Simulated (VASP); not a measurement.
# Ni (Fm-3m) in VASP: further runs

Ni is run at these levels: revPBE+D3(BJ), PBE, revPBE, PBE+D4; tasks: single point.

Everything below comes from runs of VASP 6.6.1. Logs are shortened: lines on timing, memory, paths and dates and some standing lists are left out, and cuts for length are marked.

**1. The cell of the first run**

It takes space group Fm-3m (No. 225, cubic). Conventional cell: a = 3.463 Å, b = 3.463 Å, c = 3.463 Å, α = 90.00°, β = 90.00°, γ = 90.00°. Within 3.2 Å of Ni (site symmetry m-3m) lie 12 Ni at 2.45 Å.

**2. Single point, revPBE+D3(BJ), collinear spin, ferromagnetic start**

INCAR

```
SYSTEM = Ni
PREC = Accurate ; ENCUT = 520
EDIFF = 1E-6 ; ISMEAR = -1
SIGMA = 0.05 ; LREAL = .False.
LASPH = .True. ; NELM = 150
ALGO = Normal ; ISIF = 2
LWAVE = .False. ; LCHARG = .True.
ISPIN = 2 ; MAGMOM = 1
LORBIT = 11 ; LMAXMIX = 4
GGA = RE ; IVDW = 12
LELF = .True. ; LVHAR = .True.
NBANDS = 15
```

KPOINTS

```
regular mesh
0
Gamma
  13 13 13
  0 0 0
```

POSCAR

```
Ni
1.0
    0.0000000000      1.7312794103      1.7312794103
    1.7312794103      0.0000000000      1.7312794103
    1.7312794103      1.7312794103      0.0000000000
Ni
1
Direct
    0.0000000000      0.0000000000      0.0000000000
```

Potentials or basis: VASP PAW PBE potentials, release 64 (Ni).

The run is started by

```bash
$ cat potpaw_PBE.64/Ni/POTCAR > POTCAR
$ mpirun -np 1 vasp_std > vasp.out
```

OUTCAR:

```text
SYSTEM = Ni
   PREC = Accurate
   ENCUT = 520
   EDIFF = 1E-6
   ISMEAR = -1
   LREAL = .False.
   LASPH = .True.
   NELM = 150
   ISIF = 2
   ISPIN = 2
   LORBIT = 11
   GGA = RE
   IVDW = 12
 IVDW          = 12

 ion  position               nearest neighbor table
   1  0.000  0.000  0.000-

  LATTYP: Found a face centered cubic cell.
 ALAT       =     3.4625588206

  Lattice vectors:

 A1 = (   0.0000000000,   1.7312794103,   1.7312794103)
 A2 = (   1.7312794103,   0.0000000000,   1.7312794103)
 A3 = (   1.7312794103,   1.7312794103,   0.0000000000)

Analysis of symmetry for initial positions (statically):
=====================================================================
 Subroutine PRICEL returns:
 Original cell was already a primitive cell.

 Routine SETGRP: Setting up the symmetry group for a
 face centered cubic supercell.

 Subroutine GETGRP returns: Found 48 space group operations
 (whereof 48 operations were pure point group operations)
 out of a pool of 48 trial point group operations.

The static configuration has the point symmetry O_h .

Analysis of symmetry for dynamics (positions and initial velocities):
=====================================================================
 Subroutine PRICEL returns:
 Original cell was already a primitive cell.

 Routine SETGRP: Setting up the symmetry group for a
 face centered cubic supercell.

 Subroutine GETGRP returns: Found 48 space group operations
 (whereof 48 operations were pure point group operations)
 out of a pool of 48 trial point group operations.

The dynamic configuration has the point symmetry O_h .

Analysis of structural, dynamic, and magnetic symmetry:
=====================================================================
 Subroutine PRICEL returns:
 Original cell was already a primitive cell.

 Routine SETGRP: Setting up the symmetry group for a
 face centered cubic supercell.

 Subroutine GETGRP returns: Found 48 space group operations
 (whereof 48 operations were pure point group operations)
 out of a pool of 48 trial point group operations.

The overall configuration has the point symmetry O_h .

 Subroutine INISYM returns: Found 48 space group operations
 (whereof 48 operations are pure point group operations),
 and found     1 'primitive' translations

----------------------------------------------------------------------------------------

                                     Primitive cell

  volume of cell :      10.3784

  direct lattice vectors                    reciprocal lattice vectors
     0.000000000  1.731279410  1.731279410    -0.288803758  0.288803758  0.288803758
     1.731279410  0.000000000  1.731279410     0.288803758 -0.288803758  0.288803758
     1.731279410  1.731279410  0.000000000     0.288803758  0.288803758 -0.288803758

  length of vectors
     2.448398822  2.448398822  2.448398822     0.500222782  0.500222782  0.500222782

  position of ions in fractional coordinates (direct lattice)
     0.000000000  0.000000000  0.000000000

  ion indices of the primitive-cell ions
   primitive index   ion index
                 1           1

----------------------------------------------------------------------------------------

 KPOINTS: regular mesh

Automatic generation of k-mesh.
 Grid dimensions read from file:
 generate k-points for:   13   13   13

 Generating k-lattice:

  Cartesian coordinates                     Fractional coordinates (reciprocal lattice)
    -0.022215674  0.022215674  0.022215674     0.076923077  0.000000000  0.000000000
     0.022215674 -0.022215674  0.022215674     0.000000000  0.076923077  0.000000000
     0.022215674  0.022215674 -0.022215674     0.000000000  0.000000000  0.076923077

  Length of vectors
     0.038478676  0.038478676  0.038478676

  Shift w.r.t. Gamma in fractional coordinates (k-lattice)
     0.000000000  0.000000000  0.000000000

 Subroutine IBZKPT returns following result:
 ===========================================

 Found     84 irreducible k-points:

 Following reciprocal coordinates:
            Coordinates               Weight
  0.000000  0.000000  0.000000      1.000000
  0.076923  0.000000  0.000000      8.000000
  0.153846  0.000000  0.000000      8.000000
  0.230769  0.000000  0.000000      8.000000
  0.307692  0.000000  0.000000      8.000000
  0.384615  0.000000  0.000000      8.000000
[... 16 lines left out ...]
  0.384615  0.153846  0.000000     24.000000
  0.461538  0.153846  0.000000     24.000000
 [... further k-points ...]
   k-points           NKPTS =     84   k-points in BZ     NKDIM =     84   number of bands    NBANDS=     15
   number of dos      NEDOS =    301   number of ions     NIONS =      1
   total plane-waves  NPLWV =   5832
   dimension x,y,z NGX =    18 NGY =   18 NGZ =   18
   dimension x,y,z NGXF=    36 NGYF=   36 NGZF=   36
   ions per type =               1
   NGX,Y,Z   is equivalent  to a cutoff of  12.22, 12.22, 12.22 a.u.
   NGXF,Y,Z  is equivalent  to a cutoff of  24.44, 24.44, 24.44 a.u.
 SYSTEM =  Ni
   PREC   = accura    normal or accurate (medium, high low for compatibility)
   ISTART =      0    job   : 0-new  1-cont  2-samecut
   ICHARG =      2    charge: 1-file 2-atom 10-const
   ISPIN  =      2    spin polarized calculation?
   LNONCOLLINEAR =      F non collinear calculations
   LSORBIT =      F    spin-orbit coupling
   LASPH  =      T    aspherical Exc in radial PAW
   ENCUT  =  520.0 eV  38.22 Ry    6.18 a.u.   4.55  4.55  4.55*2*pi/ulx,y,z
   NELM   =    150;   NELMIN=  2; NELMDL= -5     # of ELM steps
   EDIFF  = 0.1E-05   stopping-criterion for ELM
   LREAL  =      F    real-space projection
   EDIFFG = 0.1E-04   stopping-criterion for IOM
   NSW    =      0    number of steps for IOM
   IBRION =     -1    ionic relax: 0-MD 1-quasi-New 2-CG
   NFREE  =      0    steps in history (QN), initial steepest desc. (CG)
   ISIF   =      2    stress and relaxation
   ISYM   =      2    0-nonsym 1-usesym 2-fastsym
   POTIM  = 0.5000    time-step for ionic-motion
   TEBEG  =    0.0;   TEEND  =   0.0 temperature during run
   PSTRESS=    0.0 pullay stress
   NELECT =      10.0000    total number of electrons
   NUPDOWN=      -1.0000    fix difference up-down
   EMIN   =  10.00;   EMAX   =-10.00  energy-range for DOS
   EFERMI =   0.00;   METHOD = LEGACY
   ISMEAR =    -1;   SIGMA  =   0.05  broadening in eV -4-tet -1-fermi 0-gaus
   EFERMI_NEDOS =   21; number of points for ismear=-14 and -15
   IALGO  =     38    algorithm
   IMIX   =      4    mixing-type and parameters
     AMIX     =   0.40;   BMIX     =  1.00
     AMIX_MAG =   1.60;   BMIX_MAG =  1.00
  volume/ion in A,a.u.               =      10.38        70.04
  Fermi-wavevector in a.u.,A,eV,Ry     =   1.616954  3.055600 35.572980  2.614540
  Thomas-Fermi vector in A             =   2.711457
   LORBIT       =     11    0 simple, 1 ext, 2 COOP (PROOUT), +10 PAW based schemes
   GGA     = RE    functional components
   LHFCALC =     F    Hartree Fock is set to
   AEXX    =    0.0000 exact exchange contribution
   IVDW    =    12    specifies the selected vdW correction
   LEPSILON=     F    determine dielectric tensor
   LRPA    =     F    only Hartree local field effects (RPA)
 spin polarized calculation
  energy-cutoff  :      520.00
  volume of cell :       10.38
 maximum number of plane-waves:       295
   NGX =  9   NGY =  9   NGZ =  9

 number of electron      10.0000000 magnetization       1.0000000

 number of electron       9.9999994 magnetization       0.6228665

 Free energy of the ion-electron system (eV)
  ---------------------------------------------------
  ext. energy  EPLUGINS =         0.00000000
  ---------------------------------------------------
  free energy    TOTEN  =        -5.03919615 eV

  energy without entropy =       -5.02674465  energy(sigma->0) =       -5.03297040

 E-fermi :  10.1740     XC(G=0): -13.4479

 val. band max:       10.1668484413   @ k =   0.3846   0.0769   0.0000
 cond. band min:      10.1763099208   @ k =   0.3846   0.3846   0.0000
 fundamental gap:      0.0094614795
 Fermi energy:        10.1740343942

 spin component 1

 k-point     1 :       0.0000    0.0000    0.0000
  band No.  band energies     occupation
      1       0.8344      1.00000
      2       7.6067      1.00000
      3       7.6067      1.00000
      4       7.6067      1.00000
      5       8.8619      1.00000
      6       8.8619      1.00000
      7      34.2618      0.00000
      8      38.5437      0.00000
      9      38.5437      0.00000
     10      38.5437      0.00000
     11      41.6446      0.00000
     12      41.6446      0.00000
     13      41.6446      0.00000
     14      44.4201      0.00000
     15      51.3850      0.00000

 k-point     2 :       0.0769    0.0000    0.0000
  band No.  band energies     occupation
      1       1.0736      1.00000
      2       7.5433      1.00000
      3       7.6607      1.00000
      4       7.6607      1.00000
      5       8.8391      1.00000
      6       8.8391      1.00000
      7      33.4683      0.00000
      8      36.2303      0.00000
      9      38.0572      0.00000
     10      38.0572      0.00000
     11      42.3756      0.00000
     12      42.3756      0.00000
     13      42.6842      0.00000
     14      46.5838      0.00000
     15      49.4353      0.00000
[... 365 lines left out ...]
      3       7.5896      1.00000
      4       8.1309      1.00000
      5       9.4809      1.00000
      6       9.7984      0.99945
      7      21.6446      0.00000
      8      30.7249      0.00000
      9      31.1227      0.00000
     10      33.9626      0.00000
     11      43.6069      0.00000
     12      44.2196      0.00000
     13      45.2607      0.00000
     14      49.9799      0.00000
     15      55.8531      0.00000

 k-point    24 :       0.4615    0.1538    0.0000
  band No.  band energies     occupation
      1       5.4392      1.00000
      2       7.1775      1.00000
      3       7.6321      1.00000
      4       8.0394      1.00000
      5       9.5937      0.99999
      6      11.0518      0.00000
      7      18.4177      0.00000
      8      29.4812      0.00000
      9      31.3301      0.00000
     10      33.4837      0.00000
     11      43.6184      0.00000
     12      43.9491      0.00000
     13      47.1098      0.00000
     14      50.4088      0.00000
     15      56.4653      0.00000

 [... further k-points ...]

 spin component 2

 k-point     1 :       0.0000    0.0000    0.0000
  band No.  band energies     occupation
      1       0.7888      1.00000
      2       8.3682      1.00000
      3       8.3682      1.00000
      4       8.3682      1.00000
      5       9.4488      1.00000
      6       9.4488      1.00000
      7      34.0895      0.00000
      8      38.5043      0.00000
      9      38.5043      0.00000
     10      38.5043      0.00000
     11      41.7335      0.00000
     12      41.7335      0.00000
     13      41.7335      0.00000
     14      44.2887      0.00000
     15      51.6016      0.00000

 k-point     2 :       0.0769    0.0000    0.0000
  band No.  band energies     occupation
      1       1.0284      1.00000
      2       8.2962      1.00000
      3       8.4240      1.00000
      4       8.4240      1.00000
      5       9.4249      1.00000
      6       9.4249      1.00000
      7      33.3795      0.00000
      8      36.1757      0.00000
      9      38.0561      0.00000
     10      38.0561      0.00000
     11      42.4179      0.00000
     12      42.4179      0.00000
     13      42.6564      0.00000
     14      46.5172      0.00000
     15      49.6061      0.00000
[... 365 lines left out ...]
      3       8.1969      1.00000
      4       8.8016      1.00000
      5      10.2068      0.34159
      6      10.4218      0.00699
      7      21.8269      0.00000
      8      30.7089      0.00000
      9      31.1908      0.00000
     10      34.0392      0.00000
     11      43.6703      0.00000
     12      44.1708      0.00000
     13      45.2549      0.00000
     14      50.1080      0.00000
     15      57.1775      0.00000

 k-point    24 :       0.4615    0.1538    0.0000
  band No.  band energies     occupation
      1       5.8018      1.00000
      2       7.5962      1.00000
      3       8.2347      1.00000
      4       8.6793      1.00000
      5      10.3543      0.02646
      6      11.5172      0.00000
      7      18.6830      0.00000
      8      29.4958      0.00000
      9      31.3938      0.00000
     10      33.5262      0.00000
     11      43.5804      0.00000
     12      43.9598      0.00000
     13      47.1535      0.00000
     14      50.6171      0.00000
     15      57.8180      0.00000

 [... further k-points ...]

------------------------ aborting loop because EDIFF is reached ----------------------------------------

 Edisp (eV)   -0.93718

 E8    (eV) :    -0.6546

  FORCE on cell =-STRESS in cart. coord.  units (eV):
  Direction    XX          YY          ZZ          XY          YZ          ZX
  --------------------------------------------------------------------------------------
  -------------------------------------------------------------------------------------
  Total       0.00224     0.00224     0.00224     0.00000    -0.00000    -0.00000
  in kB       0.34529     0.34529     0.34529     0.00000    -0.00000    -0.00000
  external pressure =        0.35 kB  Pullay stress =        0.00 kB

 VOLUME and BASIS-vectors are now :
 -----------------------------------------------------------------------------
  energy-cutoff  :      520.00
  volume of cell :       10.38
      direct lattice vectors                 reciprocal lattice vectors
     0.000000000  1.731279410  1.731279410    -0.288803758  0.288803758  0.288803758
     1.731279410  0.000000000  1.731279410     0.288803758 -0.288803758  0.288803758
     1.731279410  1.731279410  0.000000000     0.288803758  0.288803758 -0.288803758

 POSITION                                       TOTAL-FORCE (eV/Angst)
 -----------------------------------------------------------------------------------
      0.00000      0.00000      0.00000         0.000000     -0.000000     -0.000000
 -----------------------------------------------------------------------------------
    total drift:                                0.000000     -0.000000      0.000000

  FREE ENERGIE OF THE ION-ELECTRON SYSTEM (eV)
  ---------------------------------------------------
  free  energy   TOTEN  =        -5.9763716171 eV

  energy  without entropy=       -5.9639201180  energy(sigma->0) =       -5.97014587

 total charge

# of ion       s       p       d       tot
------------------------------------------
    1        0.517   0.541   8.335   9.393

 magnetization (x)

# of ion       s       p       d       tot
------------------------------------------
    1       -0.006  -0.026   0.663   0.631
```

It took 35 s on 1 thread of AMD EPYC 7R43 (Zen 3), shared host; peak memory 0.11 GiB.

Results:

```
Free energy                                           : -5.9764 eV
Pressure                                              : 0.0 GPa
Net moment                                            : 0.62 μB per cell
Site moments                                          : Ni +0.63 μB
Valence electrons inside the program's atomic spheres : Ni 9.39
Dispersion energy per atom                            : -0.937 eV
```

Caveat: the PAW data sets were made with another functional, which shifts forces and pressure a little; pairwise dispersion overbinds metals, which lowers pressure and volume.

**3. Single point, PBE, collinear spin, ferromagnetic start**

This run uses another cell than the first one, of 10.49 Å³/atom, 1.011 times its volume.

INCAR

```
  ALGO = Fast
  EDIFF = 1E-6
  ENCUT = 520
  GGA = PE
  ISIF = 2
  ISMEAR = 0
  ISPIN = 2
  LASPH = T
  LCHARG = F
  LMAXMIX = 4
  LORBIT = 11
  LREAL = F
  LWAVE = F
  MAGMOM = 1
  NBANDS = 15
  NELM = 150
  PREC = Accurate
  SIGMA = 0.02
```

KPOINTS

```
k-points
0
Gamma
  13 13 13
```

POSCAR

```
Ni
1.0
    0.0000000000      1.7375729330      1.7375729330
    1.7375729330      0.0000000000      1.7375729330
    1.7375729330      1.7375729330      0.0000000000
Ni
1
Direct
    0.0000000000      0.0000000000      0.0000000000
```

Potentials or basis: VASP PAW PBE potentials, release 64 (Ni).

The run is started by

```bash
$ cat potpaw_PBE.64/Ni/POTCAR > POTCAR
$ mpirun -np 1 vasp_std > vasp.out
```

OUTCAR:

```text
EDIFF = 1E-6
   ENCUT = 520
   GGA = PE
   ISIF = 2
   ISMEAR = 0
   ISPIN = 2
   LASPH = T
   LORBIT = 11
   LREAL = F
   NELM = 150
   PREC = Accurate

 ion  position               nearest neighbor table
   1  0.000  0.000  0.000-

  LATTYP: Found a face centered cubic cell.
 ALAT       =     3.4751458660

  Lattice vectors:

 A1 = (   0.0000000000,   1.7375729330,   1.7375729330)
 A2 = (   1.7375729330,   0.0000000000,   1.7375729330)
 A3 = (   1.7375729330,   1.7375729330,   0.0000000000)
[... 1073 lines left out ...]
  --------------------------------------------------------------------------------------
  -------------------------------------------------------------------------------------
  Total        0.4895029      0.4895029      0.4895029      0.0000000      0.0000000     -0.0000000
  in kB       74.7492377     74.7492377     74.7492377      0.0000000      0.0000000     -0.0000000
  external PRESSURE =      74.7492377 kB  Pullay stress =       0.0000000 kB

 VOLUME and BASIS-vectors are now :
 -----------------------------------------------------------------------------
  energy-cutoff  :      520.00
  volume of cell :       10.49
      direct lattice vectors                 reciprocal lattice vectors
     0.000000000  1.737572933  1.737572933    -0.287757705  0.287757705  0.287757705
     1.737572933  0.000000000  1.737572933     0.287757705 -0.287757705  0.287757705
     1.737572933  1.737572933  0.000000000     0.287757705  0.287757705 -0.287757705

 POSITION                                       TOTAL-FORCE (eV/Angst)
 -----------------------------------------------------------------------------------
      0.00000      0.00000      0.00000        -0.000000      0.000000      0.000000
 -----------------------------------------------------------------------------------
    total drift:                                0.000000     -0.000000      0.000000

  FREE ENERGIE OF THE ION-ELECTRON SYSTEM (eV)
  ---------------------------------------------------
  free  energy   TOTEN  =        -5.4644832879 eV

  energy  without entropy=       -5.4641439160  energy(sigma->0) =       -5.46431360

 total charge

# of ion       s       p       d       tot
------------------------------------------
    1        0.513   0.531   8.332   9.377

 magnetization (x)

# of ion       s       p       d       tot
------------------------------------------
    1       -0.005  -0.024   0.660   0.630
```

stdout:

```text
POSCAR found type information on POSCAR Ni
 POSCAR found :  1 types and       1 ions
 scaLAPACK will be used
 LDA part: xc-table for (Slater+PW92), standard interpolation
 POSCAR, INCAR and KPOINTS ok, starting setup
 FFT: planning ... GRIDC
 FFT: planning ... GRID_SOFT
 FFT: planning ... GRID
 WAVECAR not read
 entering main loop
WARNING in EDDRMM: call to ZHEGV failed, returncode =   8  4     11
```

Run time: 42 s. Hardware: 1 thread of AMD EPYC 7R43 (Zen 3), shared host; peak memory 0.1 GiB.

What came out:

* Free energy: -5.4645 eV
* Pressure: 7.5 GPa
* Net moment: 0.62 μB per cell
* Site moments: Ni +0.63 μB
* Valence electrons inside the program's atomic spheres: Ni 9.38

**4. Single point, PBE, collinear spin, ferromagnetic start**

This run uses another cell than the first one, of 10.49 Å³/atom, 1.011 times its volume.

INCAR

```
PREC = Accurate
ENCUT = 520
EDIFF = 1E-7
ISMEAR = 0
SIGMA = 0.017
LREAL = F
LASPH = T
NELM = 150
ALGO = Normal
ISIF = 2
LWAVE = F
LCHARG = F
ISPIN = 2
MAGMOM = 1
LORBIT = 11
LMAXMIX = 4
GGA = PE
NBANDS = 15
```

KPOINTS

```
regular mesh
0
Gamma
  13 13 13
```

POSCAR is that of step 3.

The run is started by

```bash
$ cat potpaw_PBE.64/Ni/POTCAR > POTCAR
$ mpirun -np 1 vasp_std > vasp.out
```

Run time: 53 s. Hardware: 1 thread of AMD EPYC 7R43 (Zen 3), shared host; peak memory 0.1 GiB.

The run converged. Its results:

```
Free energy                                           : -5.4644 eV
Pressure                                              : 7.8 GPa
Net moment                                            : 0.62 μB per cell
Site moments                                          : Ni +0.63 μB
Valence electrons inside the program's atomic spheres : Ni 9.38
```

Levels at points of the mesh, in eV from the Fermi level:
Spin up:
```tsv
k point	band 1	band 2	band 3	band 4	band 5	band 6	band 7	band 8	band 9	band 10
(0.00, 0.00, 0.00)	-9.29	-2.55	-2.55	-2.55	-1.30	-1.30	24.01	28.16	28.16	28.16
```
Spin down:
```tsv
k point	band 3	band 4	band 5	band 6	band 7	band 8
(0.00, 0.00, 0.00)	-1.80	-1.80	-0.73	-0.73	23.86	28.14
```

(Part 1 of 2 ends here.)
